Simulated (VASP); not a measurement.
Pt2Cl:

```
Pt Cl
1.0
     3.47536    0.00000    0.00000
    -1.73768    3.00975    0.00000
     0.00000    0.00000    6.00572
Pt Cl
2 1
Direct
  0.00000 0.00000 0.28820
  0.00000 0.00000 0.71180
  0.00000 0.00000 0.00000
```

| Item | Value |
| --- | --- |
| Program | VASP 6.6.1 |
| Task | relaxation of cell and atoms |
| Functional | PBE |
| Potentials or basis | VASP PAW PBE potentials, release 64 (Pt, Cl) |
| Cutoff | 600 eV |
| k mesh | 6 × 6 × 3 |
| Occupations | gaussian, width 0.2 eV |
| Spin | no spin polarisation |

At the start: pressure 64.4 GPa; volume 20.94 Å³/atom.

**Question.** How do energy, volume and symmetry change on relaxing?

**Answer.** Over 36 steps the energy falls by 3423.7 meV/atom and the volume is 16.81 Å³/atom (-19.7 %); space group P6/mmm (No. 191, to 0.05 Å).

The path:
| step | energy change (eV) | largest force (eV/Å) | pressure (GPa) | volume (Å³) |
| --- | --- | --- | --- | --- |
| 1 | 0.0000 | 21.4556 | 64.36 | 62.82 |
| 2 | 90.5062 | 377.1676 | 135.89 | 135.72 |
| 3 | 13.2065 | 65.1639 | 54.70 | 85.95 |
| 4 | -0.5990 | 23.8931 | 14.57 | 110.26 |
| 5 | -2.4907 | 8.5091 | -10.23 | 129.29 |
| 6 | -2.6722 | 10.3300 | -5.45 | 125.28 |
| 7 | -2.6611 | 9.9577 | -6.39 | 126.05 |
| 8 | -3.2116 | 10.4903 | -3.76 | 120.55 |
| 9 | -3.8419 | 12.4183 | 2.53 | 106.26 |
| 10 | -5.1697 | 8.0287 | -2.82 | 102.67 |
| 11 | -6.6739 | 1.4170 | -11.04 | 95.34 |
| 12 | -7.6747 | 1.5589 | -17.17 | 81.73 |
| 13 | -7.8732 | 1.5370 | -17.11 | 77.23 |
| 14 | -8.2496 | 1.0011 | -14.21 | 68.72 |
| 15 | -8.0643 | 0.2350 | 16.99 | 53.60 |
| 16 | -8.4227 | 0.7601 | -10.74 | 64.80 |
| 17 | -8.4827 | 0.4736 | -3.80 | 60.28 |
| 18 | -8.4821 | 0.5537 | -6.40 | 61.68 |
| 19 | -8.5801 | 0.5593 | -3.49 | 59.26 |
| 20 | -8.6693 | 0.5724 | 2.02 | 55.80 |
| 21 | -8.7949 | 0.5877 | 2.45 | 54.67 |
| 22 | -9.2386 | 0.7489 | 4.98 | 51.24 |
| 23 | -9.3403 | 3.3855 | 30.18 | 44.28 |
| 24 | -9.5554 | 1.1641 | 9.04 | 48.78 |
| 25 | -9.6499 | 1.9138 | 16.43 | 46.54 |
| 26 | -9.7943 | 2.5498 | 15.14 | 46.73 |
| 27 | -9.7945 | 2.5418 | 15.22 | 46.73 |
| 28 | -10.0054 | 1.9927 | 6.85 | 48.46 |
| 29 | -10.1373 | 1.0577 | -7.17 | 53.01 |
| 30 | -10.1490 | 1.2067 | -5.00 | 52.05 |
| 31 | -10.2055 | 0.9534 | -3.98 | 51.65 |
| 32 | -10.2618 | 0.1246 | -0.06 | 50.68 |
| 33 | -10.2632 | 0.1100 | -0.86 | 50.84 |
| 34 | -10.2633 | 0.0581 | -0.66 | 50.80 |
| 35 | -10.2692 | 0.0460 | -0.30 | 50.60 |
| 36 | -10.2711 | 0.0378 | 0.08 | 50.42 |

Final structure:
```xyz
3
Lattice="2.8086 0.0000 0.0000 -1.4043 2.4323 0.0000 0.0000 0.0000 7.3810" Properties=species:S:1:pos:R:3 pbc="T T T"
Pt    0.0000    0.0000    2.4237
Pt    0.0000    0.0000    4.9573
Cl    2.8086    0.0000    0.0000
```

Caveat: the volume moved by over 15 % at a fixed basis, so the end points are rough; an odd number of electrons without spin polarisation forces a metal; a magnetic or distorted state may lie lower; the relaxation stopped at a loose force limit of 0.08 eV/Å, so its end isn't a converged minimum.
